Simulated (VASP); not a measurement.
# PbS (C2/m) in VASP: further runs

The runs below take PbS through single point, with PBE, r2SCAN.

All numbers are computed with VASP 6.6.1; they aren't measurements. Logs are shortened: lines on timing, memory, paths and dates and some standing lists are left out, and cuts for length are marked.

**1. The cell of the first run**

The typed cell holds 4 atoms: a = 4.199 Å, b = 4.199 Å, c = 5.955 Å, α = 90.03°, β = 90.03°, γ = 90.00°.

**2. Single point, PBE**

Contents of INCAR:

```
SYSTEM = PbS
PREC = Accurate ; ENCUT = 520
EDIFF = 1E-6 ; ISMEAR = 0
SIGMA = 0.01 ; LREAL = .False.
LASPH = .True. ; NELM = 80
ALGO = Normal ; ISIF = 2
LWAVE = .False. ; LCHARG = .False.
GGA = PE ; NBANDS = 28
```

Contents of KPOINTS:

```
regular mesh
0
Gamma
  6 6 4
  0 0 0
```

Contents of POSCAR:

```
PbS
1.0
    2.9546766125     -2.9689065328      0.2885572983
    2.9546766125      2.9689065328      0.2885572983
   -0.5836033582      0.0000000000      5.9261748063
Pb S
2 2
Direct
    0.7499848290      0.7499848290      0.7500022824
    0.2500151710      0.2500151710      0.2499977176
    0.2500755424      0.2500755424      0.7500279570
    0.7499244576      0.7499244576      0.2499720430
```

Potentials or basis: VASP PAW PBE potentials, release 64 (Pb_d, S).

Launch:

```
$ cat potpaw_PBE.64/Pb_d/POTCAR potpaw_PBE.64/S/POTCAR > POTCAR
$ mpirun -np 1 vasp_std > vasp.out
```

OUTCAR:

```text
SYSTEM = PbS
   PREC = Accurate
   ENCUT = 520
   EDIFF = 1E-6
   ISMEAR = 0
   LREAL = .False.
   LASPH = .True.
   NELM = 80
   ISIF = 2
   GGA = PE

 ion  position               nearest neighbor table
   1  0.750  0.750  0.750-   3 2.97   3 2.97   3 2.97   3 2.97   4 2.98   4 2.98
   2  0.250  0.250  0.250-   4 2.97   4 2.97   4 2.97   4 2.97   3 2.98   3 2.98
   3  0.250  0.250  0.750-   1 2.97   1 2.97   1 2.97   1 2.97   2 2.98   2 2.98
   4  0.750  0.750  0.250-   2 2.97   2 2.97   2 2.97   2 2.97   1 2.98   1 2.98

  LATTYP: Found a base centered monoclinic cell.
 ALAT       =     5.9374672037
 B/A-ratio  =     1.0000582507
 C/A-ratio  =     1.0029262619
 COS(beta)  =    -0.0008099292

  Lattice vectors:

 A1 = (   2.9546766125,  -2.9689065328,   0.2885572983)
 A2 = (   2.9546766125,   2.9689065328,   0.2885572983)
 A3 = (  -0.5836033582,   0.0000000000,   5.9261748063)

Analysis of symmetry for initial positions (statically):
=====================================================================
 Subroutine PRICEL returns:
 Original cell was already a primitive cell.

 Routine SETGRP: Setting up the symmetry group for a
 base centered monoclinic supercell.

 Subroutine GETGRP returns: Found  4 space group operations
 (whereof  4 operations were pure point group operations)
 out of a pool of  4 trial point group operations.

The static configuration has the point symmetry C_2h.

Analysis of symmetry for dynamics (positions and initial velocities):
=====================================================================
 Subroutine PRICEL returns:
 Original cell was already a primitive cell.

 Routine SETGRP: Setting up the symmetry group for a
 base centered monoclinic supercell.

 Subroutine GETGRP returns: Found  4 space group operations
 (whereof  4 operations were pure point group operations)
 out of a pool of  4 trial point group operations.

The dynamic configuration has the point symmetry C_2h.

 Subroutine INISYM returns: Found  4 space group operations
 (whereof  4 operations are pure point group operations),
 and found     1 'primitive' translations

----------------------------------------------------------------------------------------

                                     Primitive cell

  volume of cell :     104.9706

  direct lattice vectors                    reciprocal lattice vectors
     2.954676613 -2.968906533  0.288557298     0.167611244 -0.168412173  0.016506176
     2.954676613  2.968906533  0.288557298     0.167611244  0.168412173  0.016506176
    -0.583603358  0.000000000  5.926174806    -0.016322653  0.000000000  0.167135476

  length of vectors
     4.198545605  4.198545605  5.954841788     0.238177755  0.238177755  0.167930629

  position of ions in fractional coordinates (direct lattice)
     0.749984829  0.749984829  0.750002282
     0.250015171  0.250015171  0.249997718
     0.250075542  0.250075542  0.750027957
     0.749924458  0.749924458  0.249972043

  ion indices of the primitive-cell ions
   primitive index   ion index
                 1           1
                 2           2
                 3           3
                 4           4

----------------------------------------------------------------------------------------

 KPOINTS: regular mesh

Automatic generation of k-mesh.
 Grid dimensions read from file:
 generate k-points for:    6    6    4

 Generating k-lattice:

  Cartesian coordinates                     Fractional coordinates (reciprocal lattice)
     0.027935207 -0.028068695  0.002751029     0.166666667  0.000000000  0.000000000
     0.027935207  0.028068695  0.002751029     0.000000000  0.166666667  0.000000000
    -0.004080663  0.000000000  0.041783869     0.000000000  0.000000000  0.250000000

  Length of vectors
     0.039696292  0.039696292  0.041982657

  Shift w.r.t. Gamma in fractional coordinates (k-lattice)
     0.000000000  0.000000000  0.000000000

 Subroutine IBZKPT returns following result:
 ===========================================

 Found     47 irreducible k-points:

 Following reciprocal coordinates:
            Coordinates               Weight
  0.000000  0.000000  0.000000      1.000000
  0.166667  0.000000  0.000000      4.000000
  0.333333  0.000000  0.000000      4.000000
  0.500000 -0.000000  0.000000      2.000000
  0.166667  0.166667  0.000000      2.000000
  0.333333  0.166667  0.000000      4.000000
[... 16 lines left out ...]
 -0.333333  0.166667  0.250000      4.000000
 -0.166667  0.166667  0.250000      4.000000
 [... further k-points ...]
   k-points           NKPTS =     47   k-points in BZ     NKDIM =     47   number of bands    NBANDS=     28
   number of dos      NEDOS =    301   number of ions     NIONS =      4
   total plane-waves  NPLWV =  49152
   dimension x,y,z NGX =    32 NGY =   32 NGZ =   48
   dimension x,y,z NGXF=    64 NGYF=   64 NGZF=   96
   ions per type =               2   2
   NGX,Y,Z   is equivalent  to a cutoff of  12.67, 12.67, 13.40 a.u.
   NGXF,Y,Z  is equivalent  to a cutoff of  25.34, 25.34, 26.80 a.u.
 SYSTEM =  PbS
   PREC   = accura    normal or accurate (medium, high low for compatibility)
   ISTART =      0    job   : 0-new  1-cont  2-samecut
   ICHARG =      2    charge: 1-file 2-atom 10-const
   ISPIN  =      1    spin polarized calculation?
   LNONCOLLINEAR =      F non collinear calculations
   LSORBIT =      F    spin-orbit coupling
   LASPH  =      T    aspherical Exc in radial PAW
   ENCUT  =  520.0 eV  38.22 Ry    6.18 a.u.   7.81  7.81 11.07*2*pi/ulx,y,z
   NELM   =     80;   NELMIN=  2; NELMDL= -5     # of ELM steps
   EDIFF  = 0.1E-05   stopping-criterion for ELM
   LREAL  =      F    real-space projection
   EDIFFG = 0.1E-04   stopping-criterion for IOM
   NSW    =      0    number of steps for IOM
   IBRION =     -1    ionic relax: 0-MD 1-quasi-New 2-CG
   NFREE  =      0    steps in history (QN), initial steepest desc. (CG)
   ISIF   =      2    stress and relaxation
   ISYM   =      2    0-nonsym 1-usesym 2-fastsym
   POTIM  = 0.5000    time-step for ionic-motion
   TEBEG  =    0.0;   TEEND  =   0.0 temperature during run
   PSTRESS=    0.0 pullay stress
   NELECT =      40.0000    total number of electrons
   NUPDOWN=      -1.0000    fix difference up-down
   EMIN   =  10.00;   EMAX   =-10.00  energy-range for DOS
   EFERMI =   0.00;   METHOD = LEGACY
   ISMEAR =     0;   SIGMA  =   0.01  broadening in eV -4-tet -1-fermi 0-gaus
   EFERMI_NEDOS =   21; number of points for ismear=-14 and -15
   IALGO  =     38    algorithm
   IMIX   =      4    mixing-type and parameters
     AMIX     =   0.40;   BMIX     =  1.00
     AMIX_MAG =   1.60;   BMIX_MAG =  1.00
  volume/ion in A,a.u.               =      26.24       177.09
  Fermi-wavevector in a.u.,A,eV,Ry     =   1.186877  2.242871 19.166200  1.408676
  Thomas-Fermi vector in A             =   2.323040
   LORBIT       =      0    0 simple, 1 ext, 2 COOP (PROOUT), +10 PAW based schemes
   GGA     = PE    functional components
   LHFCALC =     F    Hartree Fock is set to
   AEXX    =    0.0000 exact exchange contribution
   IVDW    =     0    specifies the selected vdW correction
   LEPSILON=     F    determine dielectric tensor
   LRPA    =     F    only Hartree local field effects (RPA)
 non-spin polarized calculation
 Gauss-broadening in eV      SIGMA  =   0.01
  energy-cutoff  :      520.00
  volume of cell :      104.97
 maximum number of plane-waves:      2848
   NGX = 15   NGY = 15   NGZ = 23

 number of electron      39.9999995 magnetization

 Free energy of the ion-electron system (eV)
  ---------------------------------------------------
  ext. energy  EPLUGINS =         0.00000000
  ---------------------------------------------------
  free energy    TOTEN  =       -17.50837232 eV

  energy without entropy =      -17.50837232  energy(sigma->0) =      -17.50837232

 E-fermi :   5.8457     XC(G=0):  -9.6539

 val. band max:        5.7402645372   @ k =   0.5000  -0.0000   0.5000
 cond. band min:       6.1216534819   @ k =   0.5000  -0.0000   0.5000
 fundamental gap:      0.3813889448
 Fermi energy:         5.8456666254

 k-point     1 :       0.0000    0.0000    0.0000
  band No.  band energies     occupation
      1     -11.2046      2.00000
      2     -11.0932      2.00000
      3     -11.0712      2.00000
      4     -11.0712      2.00000
      5     -11.0687      2.00000
      6     -11.0559      2.00000
[... 20 lines left out ...]
     27      11.4181      0.00000
     28      12.4825      0.00000

 k-point     2 :       0.1667    0.0000    0.0000
  band No.  band energies     occupation
      1     -11.1857      2.00000
      2     -11.0828      2.00000
      3     -11.0712      2.00000
      4     -11.0669      2.00000
      5     -11.0654      2.00000
      6     -11.0571      2.00000
[... 20 lines left out ...]
     27      11.4044      0.00000
     28      12.5544      0.00000

 k-point     3 :       0.3333    0.0000    0.0000
  band No.  band energies     occupation
      1     -11.1430      2.00000
      2     -11.0757      2.00000
      3     -11.0682      2.00000
      4     -11.0669      2.00000
      5     -11.0581      2.00000
      6     -11.0553      2.00000
[... 20 lines left out ...]
     27      12.9916      0.00000
     28      13.1931      0.00000

 k-point     4 :       0.5000   -0.0000    0.0000
  band No.  band energies     occupation
      1     -11.1020      2.00000
      2     -11.1019      2.00000
      3     -11.0681      2.00000
      4     -11.0681      2.00000
      5     -11.0575      2.00000
      6     -11.0575      2.00000
[... 578 lines left out ...]
     27      12.6246      0.00000
     28      12.6265      0.00000

 k-point    23 :      -0.3333    0.1667    0.2500
  band No.  band energies     occupation
      1     -11.1306      2.00000
      2     -11.0974      2.00000
      3     -11.0717      2.00000
      4     -11.0669      2.00000
      5     -11.0657      2.00000
      6     -11.0513      2.00000
[... 20 lines left out ...]
     27      12.0744      0.00000
     28      13.7756      0.00000

 k-point    24 :      -0.1667    0.1667    0.2500
  band No.  band energies     occupation
      1     -11.1480      2.00000
      2     -11.0727      2.00000
      3     -11.0707      2.00000
      4     -11.0702      2.00000
      5     -11.0667      2.00000
      6     -11.0548      2.00000
[... 20 lines left out ...]
     27      12.5292      0.00000
     28      12.5455      0.00000

 [... further k-points ...]

------------------------ aborting loop because EDIFF is reached ----------------------------------------

  FORCE on cell =-STRESS in cart. coord.  units (eV):
  Direction    XX          YY          ZZ          XY          YZ          ZX
  --------------------------------------------------------------------------------------
  -------------------------------------------------------------------------------------
  Total        1.1989484      1.1957920      1.2282244      0.0000000      0.0000000      0.0079560
  in kB       18.2996688     18.2514921     18.7465113      0.0000000      0.0000000      0.1214325
  external PRESSURE =      18.4325574 kB  Pullay stress =       0.0000000 kB

 VOLUME and BASIS-vectors are now :
 -----------------------------------------------------------------------------
  energy-cutoff  :      520.00
  volume of cell :      104.97
      direct lattice vectors                 reciprocal lattice vectors
     2.954676613 -2.968906533  0.288557298     0.167611244 -0.168412173  0.016506176
     2.954676613  2.968906533  0.288557298     0.167611244  0.168412173  0.016506176
    -0.583603358  0.000000000  5.926174806    -0.016322653  0.000000000  0.167135476

 POSITION                                       TOTAL-FORCE (eV/Angst)
 -----------------------------------------------------------------------------------
      3.99422      0.00000      4.87747         0.000299      0.000000      0.000072
      1.33153      0.00000      1.62582        -0.000299      0.000000     -0.000072
      1.04007      0.00000      4.58912        -0.000460      0.000000     -0.000213
      4.28568      0.00000      1.91417         0.000460      0.000000      0.000213
 -----------------------------------------------------------------------------------
    total drift:                                0.000000      0.000000     -0.000000

  FREE ENERGIE OF THE ION-ELECTRON SYSTEM (eV)
  ---------------------------------------------------
  free  energy   TOTEN  =       -17.5083723227 eV

  energy  without entropy=      -17.5083723227  energy(sigma->0) =      -17.50837232
```

Wall time 2 min (1 thread of AMD EPYC 7R13, shared host); peak memory 0.25 GiB.

Results:

- Free energy: -17.5084 eV
- Pressure: 1.8 GPa
- Band gap on the k mesh: 0.38 eV

Levels at points of the mesh, in eV from the valence-band top:
| k point | band 16 | band 17 | band 18 | band 19 | band 20 | band 21 | band 22 | band 23 | band 24 | band 25 |
| --- | --- | --- | --- | --- | --- | --- | --- | --- | --- | --- |
| (0.00, 0.00, 0.00) | -3.39 | -3.39 | -2.15 | -2.15 | -2.12 | 3.90 | 5.15 | 5.22 | 5.22 | 5.54 |
| (0.50, 0.00, 0.00) | -3.65 | -1.87 | -1.87 | -0.78 | -0.78 | 1.44 | 1.44 | 2.45 | 2.45 | 4.23 |
| (0.50, 0.50, 0.00) | -5.14 | -3.42 | -3.41 | -3.39 | -3.39 | 3.89 | 3.89 | 5.57 | 5.57 | 5.63 |
| (0.00, 0.00, 0.50) | -2.80 | -2.80 | -2.80 | -1.72 | -1.72 | 2.43 | 2.43 | 4.77 | 4.77 | 4.93 |
| (0.50, 0.00, 0.50) | -1.75 | -1.75 | -1.75 | 0.00 | 0.00 | 0.38 | 0.39 | 1.97 | 1.97 | 1.99 |
| (0.50, 0.50, 0.50) | -4.38 | -4.38 | -4.38 | -1.03 | -1.03 | 2.19 | 2.19 | 4.68 | 4.68 | 4.68 |

Caveat: spin-orbit coupling is left out, which moves the levels of the heavy elements. A k mesh can miss the band edges.

**3. Single point, r2SCAN**

POSCAR is that of step 2.

Contents of INCAR.step1:

```
SYSTEM = PbS
PREC = Accurate ; ENCUT = 520
ISMEAR = 0 ; SIGMA = 0.01
LREAL = .FALSE. ; LASPH = .TRUE.
NELM = 80 ; NBANDS = 28
GGA = PE ; ALGO = Normal
EDIFF = 1E-4 ; LWAVE = .TRUE.
LCHARG = .FALSE.
```

Contents of INCAR.step2:

```
SYSTEM = PbS
PREC = Accurate ; ENCUT = 520
EDIFF = 1E-6 ; ISMEAR = 0
SIGMA = 0.01 ; LREAL = .FALSE.
LASPH = .TRUE. ; NELM = 80
ALGO = Normal ; ISIF = 2
LWAVE = .FALSE. ; LCHARG = .TRUE.
METAGGA = R2SCAN ; LMIXTAU = .TRUE.
LELF = .TRUE. ; LVHAR = .TRUE.
NBANDS = 28 ; ISTART = 1
```

Contents of KPOINTS:

```
regular mesh
0
G
  6 6 4
  0 0 0
```

Potentials or basis: VASP PAW PBE potentials, release 64 (Pb_d, S).

Launch:

```
$ cat potpaw_PBE.64/Pb_d/POTCAR potpaw_PBE.64/S/POTCAR > POTCAR
$ cp INCAR.step1 INCAR
$ mpirun -np 1 vasp_std > vasp.out
$ cp INCAR.step2 INCAR
$ mpirun -np 1 vasp_std > vasp.out
```

OUTCAR:

```text
SYSTEM = PbS
   PREC = Accurate
   ENCUT = 520
   EDIFF = 1E-6
   ISMEAR = 0
   LREAL = .FALSE.
   LASPH = .TRUE.
   NELM = 80
   ISIF = 2
   METAGGA = R2SCAN
   ISTART = 1

 ion  position               nearest neighbor table
   1  0.750  0.750  0.750-   3 2.97   3 2.97   3 2.97   3 2.97   4 2.98   4 2.98
   2  0.250  0.250  0.250-   4 2.97   4 2.97   4 2.97   4 2.97   3 2.98   3 2.98
   3  0.250  0.250  0.750-   1 2.97   1 2.97   1 2.97   1 2.97   2 2.98   2 2.98
   4  0.750  0.750  0.250-   2 2.97   2 2.97   2 2.97   2 2.97   1 2.98   1 2.98

  LATTYP: Found a base centered monoclinic cell.
 ALAT       =     5.9374672037
 B/A-ratio  =     1.0000582507
 C/A-ratio  =     1.0029262619
 COS(beta)  =    -0.0008099292

  Lattice vectors:

 A1 = (   2.9546766125,  -2.9689065328,   0.2885572983)
 A2 = (   2.9546766125,   2.9689065328,   0.2885572983)
 A3 = (  -0.5836033582,   0.0000000000,   5.9261748063)

Analysis of symmetry for initial positions (statically):
=====================================================================
 Subroutine PRICEL returns:
 Original cell was already a primitive cell.
[... 173 lines left out ...]

 E-fermi :   5.6731     XC(G=0): -10.2240

 val. band max:        5.6246101762   @ k =   0.5000  -0.0000   0.5000
 cond. band min:       6.2642021029   @ k =   0.5000  -0.0000   0.5000
 fundamental gap:      0.6395919267
 Fermi energy:         5.6730787775

 k-point     1 :       0.0000    0.0000    0.0000
  band No.  band energies     occupation
      1     -11.9715      2.00000
      2     -11.8413      2.00000
      3     -11.8195      2.00000
      4     -11.8195      2.00000
      5     -11.8170      2.00000
      6     -11.8046      2.00000
[... 733 lines left out ...]
     27      12.7994      0.00000
     28      12.8364      0.00000

 [... further k-points ...]

------------------------ aborting loop because EDIFF is reached ----------------------------------------

  FORCE on cell =-STRESS in cart. coord.  units (eV):
  Direction    XX          YY          ZZ          XY          YZ          ZX
  --------------------------------------------------------------------------------------
  -------------------------------------------------------------------------------------
  Total        0.6271964      0.6243197      0.6226080      0.0000000      0.0000000      0.0116419
  in kB        9.5729609      9.5290547      9.5029274      0.0000000      0.0000000      0.1776913
  external PRESSURE =       9.5349810 kB  Pullay stress =       0.0000000 kB

 VOLUME and BASIS-vectors are now :
 -----------------------------------------------------------------------------
  energy-cutoff  :      520.00
  volume of cell :      104.97
      direct lattice vectors                 reciprocal lattice vectors
     2.954676613 -2.968906533  0.288557298     0.167611244 -0.168412173  0.016506176
     2.954676613  2.968906533  0.288557298     0.167611244  0.168412173  0.016506176
    -0.583603358  0.000000000  5.926174806    -0.016322653  0.000000000  0.167135476

 POSITION                                       TOTAL-FORCE (eV/Angst)
 -----------------------------------------------------------------------------------
      3.99422      0.00000      4.87747         0.000156      0.000000      0.000079
      1.33153      0.00000      1.62582        -0.000156      0.000000     -0.000079
      1.04007      0.00000      4.58912        -0.000325      0.000000     -0.000185
      4.28568      0.00000      1.91417         0.000325      0.000000      0.000185
 -----------------------------------------------------------------------------------
    total drift:                                0.000000      0.000000     -0.000000

  FREE ENERGIE OF THE ION-ELECTRON SYSTEM (eV)
  ---------------------------------------------------
  free  energy   TOTEN  =      -131.2088363596 eV

  energy  without entropy=     -131.2088363596  energy(sigma->0) =     -131.20883636
```

Wall time 8.1 min (1 thread of AMD EPYC 7R13, shared host); peak memory 0.27 GiB.

What came out:

```
Free energy            : -131.2088 eV
Pressure               : 1.0 GPa
Band gap on the k mesh : 0.64 eV
```

Caveat: the PAW data sets were made with another functional, which shifts forces and pressure a little; spin-orbit coupling is left out, which moves the levels of the heavy elements. A k mesh can miss the band edges.
